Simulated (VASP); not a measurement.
Here is a VASP 6.6.1 calculation.

File INCAR:

```
PREC     = Accurate       # precision mode
ENCUT    = 600            # plane-wave cutoff, eV
EDIFF    = 1E-6           # SCF threshold, eV
ISMEAR   = 0              # smearing method
SIGMA    = 0.1            # smearing width, eV
LREAL    = F              # projectors in reciprocal space
LASPH    = T              # aspherical terms in the spheres
NELM     = 100            # most SCF steps
ALGO     = Normal         # electronic algorithm
ISIF     = 3              # what is computed and relaxed
LWAVE    = F              # write WAVECAR
LCHARG   = F              # write CHGCAR
GGA      = PE             # functional
IBRION   = 2              # ionic algorithm
NSW      = 100            # ionic steps
EDIFFG   = -0.01          # ionic threshold
```

Contents of KPOINTS:

```
regular mesh
0
Gamma
  8 8 8
```

Contents of POSCAR:

```
CdCuI3
1.0
    5.3785116037      0.0000000000      0.0000000000
    0.0000000000      5.3785116037      0.0000000000
    0.0000000000      0.0000000000      5.3785116037
Cd Cu I
1 1 3
Direct
    0.0000000000      0.0000000000      0.0000000000
    0.5000000000      0.5000000000      0.5000000000
    0.0000000000      0.5000000000      0.5000000000
    0.5000000000      0.0000000000      0.5000000000
    0.5000000000      0.5000000000      0.0000000000
```

Potentials or basis: VASP PAW PBE potentials, release 64 (Cd, Cu, I).

Run with:

```sh
$ cat potpaw_PBE.64/Cd/POTCAR potpaw_PBE.64/Cu/POTCAR potpaw_PBE.64/I/POTCAR > POTCAR
$ mpirun -np 1 vasp_std > vasp.out
```

Q: What does it give for the band gap on the k mesh?

A: Zero (bands 22 and 23 overlap by 1.52 eV).

Q: Estimate the relaxed volume.

A: 32.69 Å³/atom.

Q: Predict the space group after relaxing (to 0.1 Å).

A: Pm-3m (No. 221).

Step by step:
| step | energy change (eV) | largest force (eV/Å) | pressure (GPa) | volume (Å³) |
| --- | --- | --- | --- | --- |
| 1 | 0.0000 | 0.0000 | 1.51 | 155.59 |
| 2 | -0.0340 | 0.0000 | 0.25 | 162.27 |
| 3 | -0.0340 | 0.0000 | -0.16 | 164.47 |
| 4 | -0.0346 | 0.0000 | 0.05 | 163.60 |
| 5 | -0.0345 | 0.0000 | -0.07 | 163.82 |
| 6 | -0.0346 | 0.0000 | -0.01 | 163.44 |

Caveat: spin-orbit coupling is left out, which moves the levels of the heavy elements.
